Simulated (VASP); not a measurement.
Input of a VASP 6.6.1 run:

The input INCAR:

```
SYSTEM = SnSe
PREC = Accurate
ENCUT = 500
EDIFF = 1E-6
ISMEAR = -1
SIGMA = 0.01
LREAL = Auto
LASPH = .True.
NELM = 120
ALGO = Normal
ISIF = 2
LWAVE = .False.
LCHARG = .True.
GGA = PE
LELF = .True.
LVHAR = .True.
NBANDS = 182
GGA_COMPAT = .False.
```

KPOINTS

```
Automatic mesh
0
Gamma
  1 1 1
  0.25 0.25 0.25
```

File POSCAR:

```
SnSe
1.0
   11.8119576360      0.0000000000      0.0000000000
    0.0000000000      8.4159686960      0.0000000000
    0.0000000000      0.0000000000      9.1172328878
Sn Se
16 16
Direct
    0.6217612131      0.3560425444      0.1802245560
    0.8792380895      0.1096538027      0.4329756312
    0.3782387869      0.1439574556      0.3197754440
    0.1207619105      0.3903461973      0.0670243688
    0.6217612131      0.3560425444      0.6802245560
    0.8792380895      0.1096538027      0.9329756312
    0.3782387869      0.1439574556      0.8197754440
    0.1207619105      0.3903461973      0.5670243688
    0.6217612131      0.8560425444      0.1802245560
    0.8792380895      0.6096538027      0.4329756312
    0.3782387869      0.6439574556      0.3197754440
    0.1207619105      0.8903461973      0.0670243688
    0.6217612131      0.8560425444      0.6802245560
    0.8792380895      0.6096538027      0.9329756312
    0.3782387869      0.6439574556      0.8197754440
    0.1207619105      0.8903461973      0.5670243688
    0.1431559423      0.1485669179      0.2733705859
    0.6435953226      0.0979514824      0.4730100999
    0.3564046774      0.4020485176      0.0269899001
    0.8568440577      0.3514330821      0.2266294141
    0.1431559423      0.1485669179      0.7733705859
    0.6435953226      0.0979514824      0.9730100999
    0.3564046774      0.4020485176      0.5269899001
    0.8568440577      0.3514330821      0.7266294141
    0.1431559423      0.6485669179      0.2733705859
    0.6435953226      0.5979514824      0.4730100999
    0.3564046774      0.9020485176      0.0269899001
    0.8568440577      0.8514330821      0.2266294141
    0.1431559423      0.6485669179      0.7733705859
    0.6435953226      0.5979514824      0.9730100999
    0.3564046774      0.9020485176      0.5269899001
    0.8568440577      0.8514330821      0.7266294141
```

Potentials or basis: VASP PAW PBE potentials, release 64 (Sn_d, Se).

The run is started by

```bash
$ cat potpaw_PBE.64/Sn_d/POTCAR potpaw_PBE.64/Se/POTCAR > POTCAR
$ mpirun -np 1 vasp_std > vasp.out
```

(1) Predict the band gap on the k mesh.

(2) What does it give for the largest force?

(3) What does it give for the pressure?

## Answers

(1) 1.24 eV.

(2) 0.210 eV/Å.

(3) -0.1 GPa.

Caveat: spin-orbit coupling is left out, which moves the levels of the heavy elements; a shifted mesh leaves out Γ, where band edges can lie.
